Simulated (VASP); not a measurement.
# KRu2 (P-3m1) in VASP: further runs

KRu2 is run at these levels: PBE; tasks: relaxation of cell and atoms.

Everything below comes from runs of VASP 6.6.1. Logs are shortened: lines on timing, memory, paths and dates and some standing lists are left out, and cuts for length are marked.

## Step 1: The cell of the first run

The structure is trigonal, space group P-3m1 (No. 164). The conventional cell has a = 3.701 Å, b = 3.701 Å, c = 8.058 Å, α = 90.00°, β = 90.00°, γ = 120.00°. K (site symmetry -3m) has 6 Ru at 3.69 Å and 6 K at 3.70 Å within 4.8 Å. Within 3.9 Å of Ru (site symmetry 3m) lie 9 Ru at 2.95 to 3.70 Å and 3 K at 3.69 Å.

## Step 2: Relaxation of cell and atoms, PBE

File INCAR:

```
PREC = Accurate
ENCUT = 600
EDIFF = 1E-6
ISMEAR = 0
SIGMA = 0.1
LREAL = F
LASPH = T
NELM = 100
ALGO = Normal
ISIF = 3
LWAVE = F
LCHARG = F
GGA = PE
IBRION = 2
NSW = 90
EDIFFG = -0.04
```

File KPOINTS:

```
Automatic mesh
0
Gamma
  6 6 2
```

File POSCAR:

```
KRu2
1.0
    3.7008016800      0.0000000000      0.0000000000
   -1.8504008400      3.2049882700      0.0000000000
    0.0000000000      0.0000000000      8.0576792700
K Ru
1 2
Direct
    0.0000000000      0.0000000000      0.0000000000
    0.6666666700      0.3333333300      0.6263044100
    0.3333333300      0.6666666700      0.3736955900
```

Potentials or basis: VASP PAW PBE potentials, release 64 (K_sv, Ru_pv).

Command:

```
> cat potpaw_PBE.64/K_sv/POTCAR potpaw_PBE.64/Ru_pv/POTCAR > POTCAR
> mpirun -np 1 vasp_std > vasp.out
```

OUTCAR:

```text
PREC = Accurate
   ENCUT = 600
   EDIFF = 1E-6
   ISMEAR = 0
   LREAL = F
   LASPH = T
   NELM = 100
   ISIF = 3
   GGA = PE
   IBRION = 2
   NSW = 90
   EDIFFG = -0.04

 ion  position               nearest neighbor table
   1  0.000  0.000  0.000-
   2  0.667  0.333  0.626-   3 2.95   3 2.95   3 2.95
   3  0.333  0.667  0.374-   2 2.95   2 2.95   2 2.95

  LATTYP: Found a hexagonal cell.
 ALAT       =     3.7008016800
 C/A-ratio  =     2.1772794023

  Lattice vectors:

 A1 = (   3.7008016800,   0.0000000000,   0.0000000000)
 A2 = (  -1.8504008400,   3.2049882700,   0.0000000000)
 A3 = (   0.0000000000,   0.0000000000,   8.0576792700)

Analysis of symmetry for initial positions (statically):
=====================================================================
 Subroutine PRICEL returns:
 Original cell was already a primitive cell.

 Routine SETGRP: Setting up the symmetry group for a
 hexagonal supercell.

 Subroutine GETGRP returns: Found 12 space group operations
 (whereof 12 operations were pure point group operations)
 out of a pool of 24 trial point group operations.

The static configuration has the point symmetry D_3d.

Analysis of symmetry for dynamics (positions and initial velocities):
=====================================================================
 Subroutine PRICEL returns:
 Original cell was already a primitive cell.

 Routine SETGRP: Setting up the symmetry group for a
 hexagonal supercell.

 Subroutine GETGRP returns: Found 12 space group operations
 (whereof 12 operations were pure point group operations)
 out of a pool of 24 trial point group operations.

The dynamic configuration has the point symmetry D_3d.

 Subroutine INISYM returns: Found 12 space group operations
 (whereof 12 operations are pure point group operations),
 and found     1 'primitive' translations

----------------------------------------------------------------------------------------

                                     Primitive cell

  volume of cell :      95.5723

  direct lattice vectors                    reciprocal lattice vectors
     3.700801680  0.000000000  0.000000000     0.270211723  0.156006811  0.000000000
    -1.850400840  3.204988270  0.000000000     0.000000000  0.312013622  0.000000000
     0.000000000  0.000000000  8.057679270     0.000000000  0.000000000  0.124105213

  length of vectors
     3.700801680  3.700801681  8.057679270     0.312013622  0.312013622  0.124105213

  position of ions in fractional coordinates (direct lattice)
     0.000000000  0.000000000  0.000000000
     0.666666670  0.333333330  0.626304410
     0.333333330  0.666666670  0.373695590

  ion indices of the primitive-cell ions
   primitive index   ion index
[... 60 lines left out ...]
   LSORBIT =      F    spin-orbit coupling
   LASPH  =      T    aspherical Exc in radial PAW
   ENCUT  =  600.0 eV  44.10 Ry    6.64 a.u.   7.39  7.39 16.09*2*pi/ulx,y,z
   NELM   =    100;   NELMIN=  2; NELMDL= -5     # of ELM steps
   EDIFF  = 0.1E-05   stopping-criterion for ELM
   LREAL  =      F    real-space projection
   EDIFFG = -.4E-01   stopping-criterion for IOM
   NSW    =     90    number of steps for IOM
   IBRION =      2    ionic relax: 0-MD 1-quasi-New 2-CG
   NFREE  =      1    steps in history (QN), initial steepest desc. (CG)
   ISIF   =      3    stress and relaxation
   ISYM   =      2    0-nonsym 1-usesym 2-fastsym
   POTIM  = 0.5000    time-step for ionic-motion
   TEBEG  =    0.0;   TEEND  =   0.0 temperature during run
   PSTRESS=    0.0 pullay stress
   NELECT =      37.0000    total number of electrons
   NUPDOWN=      -1.0000    fix difference up-down
   EMIN   =  10.00;   EMAX   =-10.00  energy-range for DOS
[... 5 lines left out ...]
     AMIX     =   0.40;   BMIX     =  1.00
     AMIX_MAG =   1.60;   BMIX_MAG =  1.00
  volume/ion in A,a.u.               =      31.86       214.98
  Fermi-wavevector in a.u.,A,eV,Ry     =   1.193158  2.254742 19.369611  1.423626
  Thomas-Fermi vector in A             =   2.329179
   LORBIT       =      0    0 simple, 1 ext, 2 COOP (PROOUT), +10 PAW based schemes
   GGA     = PE    functional components
   LHFCALC =     F    Hartree Fock is set to
   AEXX    =    0.0000 exact exchange contribution
   IVDW    =     0    specifies the selected vdW correction
   LEPSILON=     F    determine dielectric tensor
   LRPA    =     F    only Hartree local field effects (RPA)
 conjugate gradient relaxation of ions
 non-spin polarized calculation
 Gauss-broadening in eV      SIGMA  =   0.10
  energy-cutoff  :      600.00
  volume of cell :       95.57
 maximum number of plane-waves:      3231
 NGX is ok and might be reduce to    30
   NGX = 15   NGY = 15   NGZ = 33

--------------------------------------- Ionic step        1  -------------------------------------------

 number of electron      36.9999996 magnetization

 Free energy of the ion-electron system (eV)
  ---------------------------------------------------
  ext. energy  EPLUGINS =         0.00000000
  ---------------------------------------------------
  free energy    TOTEN  =       -12.73431329 eV

  energy without entropy =      -12.65919812  energy(sigma->0) =      -12.69675571

 E-fermi :   2.4818     XC(G=0):  -8.8584

 val. band max:        2.4780545379   @ k =   0.3333   0.0000   0.5000
 cond. band min:       2.4856387515   @ k =   0.3333   0.0000   0.0000
 fundamental gap:      0.0075842136
 Fermi energy:         2.4818013958

 k-point     1 :       0.0000    0.0000    0.0000
  band No.  band energies     occupation
      1     -39.5172      2.00000
      2     -39.5172      2.00000
      3     -39.4649      2.00000
      4     -39.4594      2.00000
      5     -39.4594      2.00000
      6     -39.3356      2.00000
[... 443 lines left out ...]
  FREE ENERGIE OF THE ION-ELECTRON SYSTEM (eV)
  ---------------------------------------------------
  free  energy   TOTEN  =       -15.7072035616 eV

  energy  without entropy=      -15.6676885283  energy(sigma->0) =      -15.68744604

[... ionic steps 4 to 16 ...]

--------------------------------------- Ionic step       17  -------------------------------------------

 number of electron      36.9999999 magnetization

------------------------ aborting loop because EDIFF is reached ----------------------------------------
[... 69 lines left out ...]
--------------------------------------- Ionic step       19  -------------------------------------------

 number of electron      36.9999999 magnetization

 Free energy of the ion-electron system (eV)
  ---------------------------------------------------
  ext. energy  EPLUGINS =         0.00000000
  ---------------------------------------------------
  free energy    TOTEN  =       -16.68343660 eV

  energy without entropy =      -16.65345160  energy(sigma->0) =      -16.66844410

 E-fermi :   7.5150     XC(G=0): -11.5046

 val. band max:        7.4998786910   @ k =   0.3333   0.1667   0.5000
 cond. band min:       7.5180964664   @ k =   0.3333   0.0000   0.5000
 fundamental gap:      0.0182177754
 Fermi energy:         7.5149781610

 k-point     1 :       0.0000    0.0000    0.0000
  band No.  band energies     occupation
      1     -35.5671      2.00000
      2     -35.0049      2.00000
      3     -35.0049      2.00000
      4     -34.8363      2.00000
      5     -34.8343      2.00000
      6     -34.8343      2.00000
[... 369 lines left out ...]
  FREE ENERGIE OF THE ION-ELECTRON SYSTEM (eV)
  ---------------------------------------------------
  free  energy   TOTEN  =       -16.6834365989 eV

  energy  without entropy=      -16.6534516032  energy(sigma->0) =      -16.66844410

 reached required accuracy - stopping structural energy minimisation
```

OSZICAR:

```text
N       E                     dE             d eps       ncg     rms          rms(c)
DAV:   1     0.356779642756E+03    0.35678E+03   -0.22452E+04   656   0.176E+03
DAV:   2     0.792054066894E+00   -0.35599E+03   -0.35041E+03   684   0.473E+02
DAV:   3    -0.127318670930E+02   -0.13524E+02   -0.12989E+02   826   0.811E+01
[... 200 lines left out ...]
DAV:   3    -0.166835332926E+02    0.59364E-03   -0.35300E-03   724   0.303E-01    0.805E-02
DAV:   4    -0.166834277968E+02    0.10550E-03   -0.52067E-04   964   0.136E-01    0.374E-02
DAV:   5    -0.166834321887E+02   -0.43919E-05   -0.41599E-05   828   0.407E-02    0.144E-02
DAV:   6    -0.166834366403E+02   -0.44516E-05   -0.12297E-05   960   0.169E-02    0.390E-03
DAV:   7    -0.166834365989E+02    0.41437E-07   -0.13791E-06   430   0.510E-03
  19 F= -.16683437E+02 E0= -.16668444E+02  d E =-.215242E-03
```

Wall time 3.6 min (1 thread of Intel Xeon 6975P-C (Granite Rapids), shared host); peak memory 0.25 GiB.

Results:

| Quantity | Value |
| --- | --- |
| Free energy | -16.6834 eV |
| Relaxed volume | 18.41 Å³/atom |
| Relaxed cell | a = 2.846 Å, b = 2.846 Å, c = 7.871 Å, α = 90.00°, β = 90.00°, γ = 120.00° |
| Space group after relaxing (to 0.05 Å) | P-3m1 (No. 164) |
| Energy gained by relaxing | 1316.4 meV/atom |
| Ionic steps | 19 |
| Pressure after relaxing | -0.1 GPa |
| Largest force after relaxing | 0.018 eV/Å |

Forces on the atoms (eV/Å):
```
K    0.000  0.000  0.000
Ru   0.000  0.000 -0.018
Ru   0.000  0.000  0.018
```

Stress tensor (GPa, compression positive):
```
-0.15  0.00  0.00
 0.00 -0.15  0.00
 0.00  0.00  0.06
```

The path:
```tsv
step	energy change (eV)	largest force (eV/Å)	pressure (GPa)	volume (Å³)
1	0.0000	2.9286	-14.94	95.57
2	-2.8887	1.8569	6.83	60.07
3	-2.9729	0.3503	-1.05	63.68
4	-2.9742	0.5517	-0.03	63.12
5	-3.3405	1.7190	-0.07	60.72
6	-3.5541	1.1442	12.43	52.37
7	-3.8446	1.6122	1.19	57.12
8	-3.8544	1.0590	5.58	54.60
9	-3.8925	1.3018	3.08	55.77
10	-3.6956	1.2697	-8.19	58.45
11	-3.9292	0.1130	-0.76	56.44
12	-3.9300	0.2353	-0.35	56.36
13	-3.9300	0.2552	-0.29	56.34
14	-3.9452	0.1648	-0.69	56.01
15	-3.9464	0.1125	-0.77	55.86
16	-3.9485	0.0236	0.55	54.86
17	-3.9489	0.0513	0.17	55.16
18	-3.9487	0.1047	-0.27	55.30
19	-3.9491	0.0181	-0.08	55.22
```

Final structure:
```xyz
3
Lattice="2.8463 0.0000 0.0000 -1.4231 2.4650 0.0000 0.0000 0.0000 7.8706" Properties=species:S:1:pos:R:3 pbc="T T T"
K     0.0000    0.0000    0.0000
Ru    1.4231    0.8217    4.9049
Ru    0.0000    1.6433    2.9657
```

Caveat: the k points lie up to 0.42 Å⁻¹ apart in the final cell; the volume moved by over 15 % at a fixed basis, so the end points are rough.

## Step 3: Relaxation of cell and atoms, PBE

This run uses another cell than the first one, of 26.37 Å³/atom, 0.828 times its volume.

File INCAR:

```
SYSTEM = KRu2
  ALGO = Normal
  EDIFF = 1E-7
  EDIFFG = -0.01
  ENCUT = 600
  GGA = PE
  IBRION = 2
  ISIF = 3
  ISMEAR = 0
  LASPH = .TRUE.
  LCHARG = .FALSE.
  LREAL = .FALSE.
  LWAVE = .FALSE.
  NELM = 100
  NSW = 100
  PREC = Accurate
  SIGMA = 0.1
```

File KPOINTS:

```
k-points
0
G
  15 15 8
  0 0 0
```

File POSCAR:

```
KRu2
1.0
    3.7328348177      0.0000000000      0.0000000000
   -1.8664174088      3.2327297802      0.0000000000
    0.0000000000      0.0000000000      6.5550837259
K Ru
1 2
Direct
    0.0000000000      0.0000000000      0.0000000000
    0.6666666667      0.3333333333      0.5696791491
    0.3333333333      0.6666666667      0.4303208509
```

Potentials or basis: VASP PAW PBE potentials, release 64 (K_sv, Ru_pv).

Command:

```
> cat potpaw_PBE.64/K_sv/POTCAR potpaw_PBE.64/Ru_pv/POTCAR > POTCAR
> mpirun -np 1 vasp_std > vasp.out
```

Run time: 16 min. Hardware: 1 thread of Intel Xeon 6975P-C (Granite Rapids), shared host; peak memory 0.52 GiB.

Results (log left out):

| Property | Result |
| --- | --- |
| Free energy | -16.3667 eV |
| Relaxed volume | 26.27 Å³/atom |
| Relaxed cell | a = 3.750 Å, b = 3.750 Å, c = 6.469 Å, α = 90.00°, β = 90.00°, γ = 120.00° |
| Space group after relaxing (to 0.05 Å) | P-3m1 (No. 164) |
| Energy gained by relaxing | 0.5 meV/atom |
| Ionic steps | 10 |
| Pressure after relaxing | 0.0 GPa |

The path:
```csv
step,energy change (eV),largest force (eV/Å),pressure (GPa),volume (Å³)
1,0.0000,0.0390,0.16,79.10
2,-0.0002,0.0945,-0.34,79.41
3,-0.0004,0.0407,-0.14,79.29
4,-0.0009,0.0230,-0.12,79.19
5,-0.0014,0.0154,-0.07,78.98
6,-0.0014,0.0177,-0.06,78.96
7,-0.0015,0.0130,0.03,78.79
8,-0.0015,0.0132,0.03,78.80
9,-0.0014,0.0286,-0.06,78.81
10,-0.0015,0.0003,0.00,78.80
```

Final structure:
```xyz
3
Lattice="3.7505 0.0000 0.0000 -1.8752 3.2480 0.0000 0.0000 0.0000 6.4688" Properties=species:S:1:pos:R:3 pbc="T T T"
K     0.0000    0.0000    0.0000
Ru    1.8752    1.0827    3.6845
Ru    0.0000    2.1653    2.7842
```

Levels at points of the mesh, in eV from the Fermi level:
```csv
k point,band 17,band 18,band 19,band 20,band 21,band 22
"(0.00, 0.00, 0.00)",-1.88,0.53,0.71,0.71,1.09,1.09
"(0.00, 0.00, 0.50)",-1.55,-1.17,0.66,0.66,1.12,1.12
```
